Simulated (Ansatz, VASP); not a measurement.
## Two plane-wave programs on BN

```
B N
1.0
     0.00000    1.77570    1.86448
     1.77570    0.00000    1.86448
     1.77570    1.77570    0.00000
B N
1 1
Direct
  0.00000 0.00000 0.00000
  0.75000 0.75000 0.75000
```

Alike in both runs: task single point; functional r2SCAN; k mesh 12 × 12 × 12; occupations gaussian, width 0.05 eV; no spin polarisation.

|  | VASP | Ansatz |
| --- | --- | --- |
| version | VASP 6.6.1 | Ansatz 0.2.0 |
| potentials or method | VASP PAW PBE potentials, release 64 (B, N), cutoff 520 eV | scalar-relativistic, plane waves, PAW |
| valence electrons in the cell | 8 | 8 |

VASP gave:

* gap on the k mesh at the Fermi level (eV): 4.53
* least direct gap on the mesh (eV): 9.27
* pressure (GPa): 1.1
* traceless stress, the component that is largest in VASP (GPa): -22.50

Problem. What did Ansatz give for the same quantities?

Solution. gap on the k mesh at the Fermi level (eV): 4.55; least direct gap on the mesh (eV): 9.31; pressure (GPa): 0.0; traceless stress, the component that is largest in VASP (GPa): -22.56.

VASP's potentials were made for PBE, not for r2SCAN. The functional is the same, so the differences come from potentials, cutoffs and numerics.
